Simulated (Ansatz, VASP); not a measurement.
TlCl in VASP and in Ansatz

```
CELL_PARAMETERS angstrom
3.76930 0.00000 0.00000
0.00000 3.76930 0.00000
0.00000 0.00000 3.76930
ATOMIC_POSITIONS crystal
Tl 0.00000 0.00000 0.00000
Cl 0.50000 0.50000 0.50000
```

Alike in both runs: functional PBEsol; k mesh 8 × 8 × 8; occupations gaussian, width 0.02 eV; no spin polarisation.

Ansatz relaxed the structure, and its values are those at the end. VASP's run is a single point on that final structure, the one shown.

|  | VASP | Ansatz |
| --- | --- | --- |
| version | VASP 6.6.1 | Ansatz 0.2.0 |
| potentials or method | VASP PAW PBE potentials, release 64 (Tl_d, Cl), cutoff 500 eV | scalar-relativistic, plane waves, PAW |
| valence electrons in the cell | 20 | 20 |

VASP gave:

| Quantity | Value |
| --- | --- |
| gap on the k mesh at the Fermi level (eV) | 1.80 |
| least direct gap on the mesh (eV) | 1.80 |
| pressure (GPa) | -0.1 |

**Question.** Estimate Ansatz's values.

**Answer.** gap on the k mesh at the Fermi level (eV): 1.80; least direct gap on the mesh (eV): 1.80; pressure (GPa): 0.0.

VASP's potentials were made for PBE, not for PBEsol.

Neither program's run includes spin-orbit coupling.
